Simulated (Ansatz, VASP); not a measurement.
# Two plane-wave programs on Ru

```
Ru
1.0
     0.00000    1.90513    1.90513
     1.90513    0.00000    1.90513
     1.90513    1.90513    0.00000
Ru
1
Direct
  0.00000 0.00000 0.00000
```

Alike in both runs: functional PBE; k mesh 18 × 18 × 18; occupations gaussian, width 0.1 eV; no spin polarisation.

Ansatz relaxed the structure, and its values are those at the end. VASP's run is a single point on that final structure, the one shown.

```csv
,VASP,Ansatz
version,VASP 6.6.1,Ansatz 0.2.0
potentials or method,"VASP PAW PBE potentials, release 64 (Ru_pv), cutoff 520 eV","scalar-relativistic, plane waves, PAW"
valence electrons in the cell,14,16
```

Ansatz gave:

```
gap on the k mesh at the Fermi level (eV) : none
pressure (GPa)                            : 0.0
```

Estimate VASP's values.

gap on the k mesh at the Fermi level (eV): none; pressure (GPa): -0.1.

A gap of «none» marks a metal or a gap that the smearing closes. The functional is the same, so the differences come from potentials, cutoffs and numerics. VASP's potentials hold 14 valence electrons a cell and Ansatz's 16, so a difference there can come from the potentials and not from the codes.
